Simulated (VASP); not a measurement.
# BN (F-43m) in VASP: notebook

The runs below take BN through single point, with HSE06.

Everything below comes from runs of VASP 6.6.1. Logs are shortened: lines on timing, memory, paths and dates and some standing lists are left out, and cuts for length are marked.

## (1) The cell of the first run

It takes space group F-43m (No. 216, cubic). Conventional cell: a = 3.501 Å, b = 3.501 Å, c = 3.501 Å, α = 90.00°, β = 90.00°, γ = 90.00°. Within 2.0 Å of B (site symmetry -43m) lie 4 N at 1.52 Å. Within 2.0 Å of N (site symmetry -43m) lie 4 B at 1.52 Å.

## (2) Single point, HSE06 (strain -3.0%)

The input, POSCAR:

```
BN
1.0
    0.0000000000      1.7506807011      1.7506807011
    1.7506807011      0.0000000000      1.7506807011
    1.7506807011      1.7506807011      0.0000000000
B N
1 1
Direct
    0.0000000000      0.0000000000      0.0000000000
    0.2500000000      0.2500000000      0.2500000000
```

The input, INCAR.step1:

```
ALGO = Normal
EDIFF = 1E-5
ENCUT = 520
GGA = PE
ISIF = 2
ISMEAR = 0
LASPH = True
LCHARG = False
LREAL = False
LWAVE = True
NBANDS = 11
NELM = 100
PREC = Accurate
SIGMA = 0.01
```

The input, INCAR.step2:

```
ALGO = Normal
EDIFF = 1E-6
ENCUT = 520
GGA = PE
HFSCREEN = 0.2079
ISIF = 2
ISMEAR = 0
ISTART = 1
LASPH = True
LCHARG = False
LHFCALC = True
LREAL = False
LWAVE = False
NBANDS = 11
NELM = 100
PREC = Accurate
PRECFOCK = Normal
SIGMA = 0.01
```

The input, KPOINTS:

```
k-points
0
Gamma
  8 8 8
```

Potentials or basis: VASP PAW PBE potentials, release 64 (B, N).

On the command line:

```bash
> cat potpaw_PBE.64/B/POTCAR potpaw_PBE.64/N/POTCAR > POTCAR
> cp INCAR.step1 INCAR
> mpirun -np 1 vasp_std > vasp.out
> cp INCAR.step2 INCAR
> mpirun -np 1 vasp_std > vasp.out
```

OUTCAR:

```text
EDIFF = 1E-6
   ENCUT = 520
   GGA = PE
   HFSCREEN = 0.2079
   ISIF = 2
   ISMEAR = 0
   ISTART = 1
   LASPH = True
   LHFCALC = True
   LREAL = False
   NELM = 100
   PREC = Accurate
   PRECFOCK = Normal

 ion  position               nearest neighbor table
   1  0.000  0.000  0.000-   2 1.52   2 1.52   2 1.52   2 1.52
   2  0.250  0.250  0.250-   1 1.52   1 1.52   1 1.52   1 1.52

  LATTYP: Found a face centered cubic cell.
 ALAT       =     3.5013614022

  Lattice vectors:

 A1 = (   0.0000000000,   1.7506807011,   1.7506807011)
 A2 = (   1.7506807011,   0.0000000000,   1.7506807011)
 A3 = (   1.7506807011,   1.7506807011,   0.0000000000)

Analysis of symmetry for initial positions (statically):
=====================================================================
 Subroutine PRICEL returns:
 Original cell was already a primitive cell.

 Routine SETGRP: Setting up the symmetry group for a
 face centered cubic supercell.

 Subroutine GETGRP returns: Found 24 space group operations
 (whereof 24 operations were pure point group operations)
 out of a pool of 48 trial point group operations.

The static configuration has the point symmetry T_d .

Analysis of symmetry for dynamics (positions and initial velocities):
=====================================================================
 Subroutine PRICEL returns:
 Original cell was already a primitive cell.

 Routine SETGRP: Setting up the symmetry group for a
 face centered cubic supercell.

 Subroutine GETGRP returns: Found 24 space group operations
 (whereof 24 operations were pure point group operations)
 out of a pool of 48 trial point group operations.

The dynamic configuration has the point symmetry T_d .

 Subroutine INISYM returns: Found 24 space group operations
 (whereof 24 operations are pure point group operations),
 and found     1 'primitive' translations

----------------------------------------------------------------------------------------

                                     Primitive cell

  volume of cell :      10.7313

  direct lattice vectors                    reciprocal lattice vectors
     0.000000000  1.750680701  1.750680701    -0.285603194  0.285603194  0.285603194
     1.750680701  0.000000000  1.750680701     0.285603194 -0.285603194  0.285603194
     1.750680701  1.750680701  0.000000000     0.285603194  0.285603194 -0.285603194

  length of vectors
     2.475836391  2.475836391  2.475836391     0.494679243  0.494679243  0.494679243

  position of ions in fractional coordinates (direct lattice)
     0.000000000  0.000000000  0.000000000
     0.250000000  0.250000000  0.250000000

  ion indices of the primitive-cell ions
   primitive index   ion index
                 1           1
                 2           2

----------------------------------------------------------------------------------------

 KPOINTS: k-points

Automatic generation of k-mesh.
 Grid dimensions read from file:
 generate k-points for:    8    8    8

 Generating k-lattice:

  Cartesian coordinates                     Fractional coordinates (reciprocal lattice)
    -0.035700399  0.035700399  0.035700399     0.125000000  0.000000000  0.000000000
     0.035700399 -0.035700399  0.035700399     0.000000000  0.125000000  0.000000000
     0.035700399  0.035700399 -0.035700399     0.000000000  0.000000000  0.125000000

  Length of vectors
     0.061834905  0.061834905  0.061834905

  Shift w.r.t. Gamma in fractional coordinates (k-lattice)
     0.000000000  0.000000000  0.000000000

 Subroutine IBZKPT returns following result:
 ===========================================

 Found     29 irreducible k-points:

 Following reciprocal coordinates:
            Coordinates               Weight
  0.000000  0.000000  0.000000      1.000000
  0.125000  0.000000  0.000000      8.000000
  0.250000  0.000000  0.000000      8.000000
  0.375000  0.000000  0.000000      8.000000
  0.500000  0.000000  0.000000      4.000000
  0.125000  0.125000  0.000000      6.000000
[... 16 lines left out ...]
  0.500000  0.250000  0.125000     48.000000
 -0.375000  0.250000  0.125000     24.000000
 [... further k-points ...]
   k-points           NKPTS =     29   k-points in BZ     NKDIM =    512   number of bands    NBANDS=     11
   number of dos      NEDOS =    301   number of ions     NIONS =      2
   total plane-waves  NPLWV =   5832
   dimension x,y,z NGX =    18 NGY =   18 NGZ =   18
   dimension x,y,z NGXF=    36 NGYF=   36 NGZF=   36
   ions per type =               1   1
   NGX,Y,Z   is equivalent  to a cutoff of  12.09, 12.09, 12.09 a.u.
   NGXF,Y,Z  is equivalent  to a cutoff of  24.17, 24.17, 24.17 a.u.
 SYSTEM =  unknown system
   PREC   = accura    normal or accurate (medium, high low for compatibility)
   ISTART =      1    job   : 0-new  1-cont  2-samecut
   ICHARG =      0    charge: 1-file 2-atom 10-const
   ISPIN  =      1    spin polarized calculation?
   LNONCOLLINEAR =      F non collinear calculations
   LSORBIT =      F    spin-orbit coupling
   LASPH  =      T    aspherical Exc in radial PAW
   ENCUT  =  520.0 eV  38.22 Ry    6.18 a.u.   4.60  4.60  4.60*2*pi/ulx,y,z
   NELM   =    100;   NELMIN=  2; NELMDL=  0     # of ELM steps
   EDIFF  = 0.1E-05   stopping-criterion for ELM
   LREAL  =      F    real-space projection
   EDIFFG = 0.1E-04   stopping-criterion for IOM
   NSW    =      0    number of steps for IOM
   IBRION =     -1    ionic relax: 0-MD 1-quasi-New 2-CG
   NFREE  =      0    steps in history (QN), initial steepest desc. (CG)
   ISIF   =      2    stress and relaxation
   ISYM   =      3    0-nonsym 1-usesym 2-fastsym
   POTIM  = 0.5000    time-step for ionic-motion
   TEBEG  =    0.0;   TEEND  =   0.0 temperature during run
   PSTRESS=    0.0 pullay stress
   NELECT =       8.0000    total number of electrons
   NUPDOWN=      -1.0000    fix difference up-down
   EMIN   =  10.00;   EMAX   =-10.00  energy-range for DOS
   EFERMI =   0.00;   METHOD = LEGACY
   ISMEAR =     0;   SIGMA  =   0.01  broadening in eV -4-tet -1-fermi 0-gaus
   EFERMI_NEDOS =   21; number of points for ismear=-14 and -15
   IALGO  =     38    algorithm
   IMIX   =      1    mixing-type and parameters
     AMIX     =   0.40;   BMIX     =  1.00
     AMIX_MAG =   1.60;   BMIX_MAG =  1.00
  volume/ion in A,a.u.               =       5.37        36.21
  Fermi-wavevector in a.u.,A,eV,Ry     =   1.484412  2.805133 29.980165  2.203480
  Thomas-Fermi vector in A             =   2.597952
   LORBIT       =      0    0 simple, 1 ext, 2 COOP (PROOUT), +10 PAW based schemes
   GGA     = PE    functional components
   LHFCALC =     T    Hartree Fock is set to
   PRECFOCK=normal    Normal, Fast or Accurate (Low or Medium for compatibility)
   ENCUT4O =  -1.0   cutoff for four orbital integrals eV
   NKREDX  =     1    reduce k-point grid by
   NKREDY  =     1    reduce k-point grid by
   NKREDZ  =     1    reduce k-point grid by
   AEXX    =    0.2500 exact exchange contribution
   HFSCREEN=    0.2079 screening length (either q_TF or 0.3 A-1)
   HFSCREENC=   0.2079 screening length for correlation (either q_TF or 0.3 A-1)
   ENCUTFOCK=  -1.0 apply spherical cutoff to Coloumb kernel
   IVDW    =     0    specifies the selected vdW correction
   LEPSILON=     F    determine dielectric tensor
   LRPA    =     F    only Hartree local field effects (RPA)
 non-spin polarized calculation
 Gauss-broadening in eV      SIGMA  =   0.01
  energy-cutoff  :      520.00
  volume of cell :       10.73
 maximum number of plane-waves:       303
  NGX = 14; NGY = 14; NGZ = 14

 number of electron       7.9999998 magnetization

 Free energy of the ion-electron system (eV)
  ---------------------------------------------------
  ext. energy  EPLUGINS =         0.00000000
  ---------------------------------------------------
  free energy    TOTEN  =       -20.22464423 eV

  energy without entropy =      -20.22464423  energy(sigma->0) =      -20.22464423

 E-fermi :   7.8227     XC(G=0): -10.8564

 val. band max:        7.7506558986   @ k =   0.0000   0.0000   0.0000
 cond. band min:      13.6444854200   @ k =   0.5000   0.5000   0.0000
 fundamental gap:      5.8938295214
 Fermi energy:         7.8226673555

 k-point     1 :       0.0000    0.0000    0.0000
  band No.  band energies     occupation
      1     -15.5392      2.00000
      2       7.7507      2.00000
      3       7.7507      2.00000
      4       7.7507      2.00000
      5      18.7992      0.00000
      6      18.7992      0.00000
      7      18.7992      0.00000
      8      21.5702      0.00000
      9      36.4017      0.00000
     10      38.7746      0.00000
     11      38.7746      0.00000

 k-point     2 :       0.1250    0.0000    0.0000
  band No.  band energies     occupation
      1     -15.0993      2.00000
      2       5.5900      2.00000
      3       7.3014      2.00000
      4       7.3014      2.00000
      5      19.4022      0.00000
      6      19.4777      0.00000
      7      19.4777      0.00000
      8      22.7463      0.00000
      9      35.2817      0.00000
     10      35.2817      0.00000
     11      35.4137      0.00000

 k-point     3 :       0.2500    0.0000    0.0000
  band No.  band energies     occupation
      1     -13.8154      2.00000
      2       1.3728      2.00000
      3       6.4141      2.00000
      4       6.4141      2.00000
      5      20.1699      0.00000
      6      20.5605      0.00000
      7      20.5605      0.00000
      8      24.7723      0.00000
      9      34.2040      0.00000
     10      34.2040      0.00000
     11      34.4229      0.00000

 k-point     4 :       0.3750    0.0000    0.0000
  band No.  band energies     occupation
      1     -11.8897      2.00000
      2      -2.7104      2.00000
      3       5.7054      2.00000
      4       5.7054      2.00000
      5      20.7379      0.00000
      6      20.8727      0.00000
      7      20.8727      0.00000
      8      25.8570      0.00000
      9      34.5310      0.00000
     10      36.1943      0.00000
     11      36.1943      0.00000

 k-point     5 :       0.5000    0.0000    0.0000
  band No.  band energies     occupation
      1     -10.5171      2.00000
      2      -4.8484      2.00000
      3       5.4480      2.00000
      4       5.4480      2.00000
      5      20.8197      0.00000
      6      20.8197      0.00000
      7      20.9453      0.00000
      8      26.1402      0.00000
      9      34.8736      0.00000
     10      38.4780      0.00000
     11      38.4780      0.00000
[... 211 lines left out ...]
 k-point    21 :       0.5000    0.5000    0.0000
  band No.  band energies     occupation
      1      -8.8903      2.00000
      2      -2.7069      2.00000
      3       1.9159      2.00000
      4       1.9159      2.00000
      5      13.6445      0.00000
      6      19.0470      0.00000
      7      29.8079      0.00000
      8      29.8079      0.00000
      9      32.8233      0.00000
     10      39.6945      0.00000
     11      45.4075      0.00000

 k-point    22 :       0.3750    0.2500    0.1250
  band No.  band energies     occupation
      1     -12.7152      2.00000
      2       1.1451      2.00000
      3       3.0912      2.00000
      4       5.3728      2.00000
      5      18.5275      0.00000
      6      22.2312      0.00000
      7      23.5240      0.00000
      8      24.1708      0.00000
      9      30.4526      0.00000
     10      36.9464      0.00000
     11      39.3829      0.00000

 k-point    23 :       0.5000    0.2500    0.1250
  band No.  band energies     occupation
      1     -10.9034      2.00000
      2      -1.8722      2.00000
      3       2.1648      2.00000
      4       4.2586      2.00000
      5      19.3116      0.00000
      6      21.7428      0.00000
      7      24.9818      0.00000
      8      25.6091      0.00000
      9      31.2344      0.00000
     10      36.7259      0.00000
     11      39.5048      0.00000

 k-point    24 :      -0.3750    0.2500    0.1250
  band No.  band energies     occupation
      1      -9.6788      2.00000
      2      -3.6797      2.00000
      3       2.1002      2.00000
      4       3.6483      2.00000
      5      19.3869      0.00000
      6      21.7117      0.00000
      7      25.6711      0.00000
      8      27.1328      0.00000
      9      30.3217      0.00000
     10      37.6716      0.00000
     11      39.3936      0.00000

 [... further k-points ...]
[... 5 lines left out ...]
  --------------------------------------------------------------------------------------
  -------------------------------------------------------------------------------------
  Total        2.5626322      2.5626322      2.5626322     -0.0000000      0.0000000     -0.0000000
  in kB      382.6009423    382.6009423    382.6009423     -0.0000000      0.0000000     -0.0000000
  external PRESSURE =     382.6009423 kB  Pullay stress =       0.0000000 kB

 VOLUME and BASIS-vectors are now :
 -----------------------------------------------------------------------------
  energy-cutoff  :      520.00
  volume of cell :       10.73
      direct lattice vectors                 reciprocal lattice vectors
     0.000000000  1.750680701  1.750680701    -0.285603194  0.285603194  0.285603194
     1.750680701  0.000000000  1.750680701     0.285603194 -0.285603194  0.285603194
     1.750680701  1.750680701  0.000000000     0.285603194  0.285603194 -0.285603194

 POSITION                                       TOTAL-FORCE (eV/Angst)
 -----------------------------------------------------------------------------------
      0.00000      0.00000      0.00000         0.000000      0.000000      0.000000
      0.87534      0.87534      0.87534        -0.000000     -0.000000     -0.000000
 -----------------------------------------------------------------------------------
    total drift:                                0.000000      0.000001     -0.000000

  FREE ENERGIE OF THE ION-ELECTRON SYSTEM (eV)
  ---------------------------------------------------
  free  energy   TOTEN  =       -20.2246442321 eV

  energy  without entropy=      -20.2246442321  energy(sigma->0) =      -20.22464423
```

Wall time 13 min (1 thread of AMD EPYC 7R43 (Zen 3), shared host); peak memory 0.18 GiB.

Results:

```
Free energy            : -20.2246 eV
Pressure               : 38.3 GPa
Band gap on the k mesh : 5.89 eV (least direct gap 11.05 eV)
```

Caveat: the cell differs from its parent crystal (strain -3.0%); the cell stands under pressure; the PAW data sets were made with another functional, which shifts forces and pressure a little. A k mesh can miss the band edges.

## (3) Single point, HSE06 (strain +3.0%)

The input, POSCAR:

```
BN
1.0
    0.0000000000      1.8589702290      1.8589702290
    1.8589702290      0.0000000000      1.8589702290
    1.8589702290      1.8589702290      0.0000000000
B N
1 1
Direct
    0.0000000000      0.0000000000      0.0000000000
    0.2500000000      0.2500000000      0.2500000000
```

The input, INCAR.step1:

```
PREC = Accurate
ENCUT = 520
EDIFF = 1E-5
ISMEAR = 0
SIGMA = 0.01
LREAL = False
LASPH = True
NELM = 100
ALGO = Normal
ISIF = 2
LWAVE = True
LCHARG = False
GGA = PE
NBANDS = 11
```

The input, INCAR.step2:

```
PREC = Accurate
ENCUT = 520
EDIFF = 1E-7
ISMEAR = 0
SIGMA = 0.01
LREAL = False
LASPH = True
NELM = 100
ALGO = Normal
ISIF = 2
LWAVE = False
LCHARG = False
GGA = PE
LHFCALC = True
HFSCREEN = 0.2079
PRECFOCK = Normal
ISTART = 1
NBANDS = 11
```

The input, KPOINTS:

```
Automatic mesh
0
Gamma
  8 8 8
```

Potentials or basis: VASP PAW PBE potentials, release 64 (B, N).

On the command line:

```bash
> cat potpaw_PBE.64/B/POTCAR potpaw_PBE.64/N/POTCAR > POTCAR
> cp INCAR.step1 INCAR
> mpirun -np 1 vasp_std > vasp.out
> cp INCAR.step2 INCAR
> mpirun -np 1 vasp_std > vasp.out
```

It took 27 min on 1 thread of AMD EPYC 7R43 (Zen 3), shared host; peak memory 0.19 GiB.

The run converged. Its results:

| Property | Result |
| --- | --- |
| Free energy | -20.1951 eV |
| Pressure | -33.4 GPa |
| Band gap on the k mesh | 5.66 eV (least direct gap 10.12 eV) |

Levels at points of the mesh, in eV from the valence-band top:
| k point | band 1 | band 2 | band 3 | band 4 | band 5 | band 6 | band 7 | band 8 |
| --- | --- | --- | --- | --- | --- | --- | --- | --- |
| (0.00, 0.00, 0.00) | -21.14 | 0.00 | 0.00 | 0.00 | 10.12 | 10.12 | 10.12 | 10.71 |
| (0.50, 0.00, 0.00) | -17.03 | -10.84 | -1.94 | -1.94 | 10.71 | 12.01 | 12.01 | 16.48 |
| (0.50, 0.50, 0.00) | -15.67 | -9.21 | -4.89 | -4.89 | 5.66 | 10.23 | 19.12 | 19.12 |

Caveat: the cell differs from its parent crystal (strain +3.0%); the cell stands under tension; the PAW data sets were made with another functional, which shifts forces and pressure a little. A k mesh can miss the band edges.
